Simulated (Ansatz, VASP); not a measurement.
## Two plane-wave programs on S

```
CELL_PARAMETERS angstrom
3.97757 0.00000 0.00000
-1.98878 3.44467 0.00000
0.00000 0.00000 6.91119
ATOMIC_POSITIONS crystal
S 0.00000 0.00000 0.25000
S 0.00000 0.00000 0.75000
S 0.33333 0.66667 0.75000
S 0.66667 0.33333 0.25000
```

Alike in both runs: functional r2SCAN; k mesh 15 × 15 × 8; occupations gaussian, width 0.1 eV; no spin polarisation.

Ansatz relaxed the structure, and its values are those at the end. VASP's run is a single point on that final structure, the one shown.

|  | VASP | Ansatz |
| --- | --- | --- |
| version | VASP 6.6.1 | Ansatz 0.2.0 |
| potentials or method | VASP PAW PBE potentials, release 64 (S), cutoff 520 eV | scalar-relativistic, plane waves, PAW |
| valence electrons in the cell | 24 | 24 |

```csv
,VASP,Ansatz,Ansatz less VASP
gap on the k mesh at the Fermi level (eV),none,none,-
pressure (GPa),-0.2,0.0,+0.22
```

VASP's potentials were made for PBE, not for r2SCAN. A gap of «none» marks a metal or a gap that the smearing closes. With one functional, cell and mesh, what is left measures potentials, basis and numerics.
